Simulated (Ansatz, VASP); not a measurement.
**Two plane-wave programs on MgS**

```xyz
2
Lattice="0.0000 2.6015 2.7433 2.6015 0.0000 2.7433 2.6015 2.6015 0.0000" Properties=species:S:1:pos:R:3 pbc="T T T"
Mg    0.0000    0.0000    0.0000
S     2.6015    2.6015    2.7433
```

Change from the starting cell: uniaxial_z strain +5.5%.

Alike in both runs: task single point; functional r2SCAN; k mesh 8 × 8 × 8; no spin polarisation.

|  | VASP | Ansatz |
| --- | --- | --- |
| version | VASP 6.6.1 | Ansatz 0.2.0 |
| potentials or method | VASP PAW PBE potentials, release 64 (Mg, S) | plane waves, PAW |
| plane-wave cutoff (eV) | 520 | 500 |
| occupations | gaussian, width 0.01 eV | fixed |
| valence electrons in the cell | 8 | 16 |

|  | VASP | Ansatz | Ansatz less VASP |
| --- | --- | --- | --- |
| gap on the k mesh at the Fermi level (eV) | 3.12 | 3.15 | +0.032 |
| pressure (GPa) | -3.8 | -3.4 | +0.43 |
| traceless stress, the component that is largest in VASP (GPa) | -2.47 | -2.54 | -0.071 |

VASP's potentials were made for PBE, not for r2SCAN. VASP's potentials hold 8 valence electrons a cell and Ansatz's 16, so a difference there can come from the potentials and not from the codes.
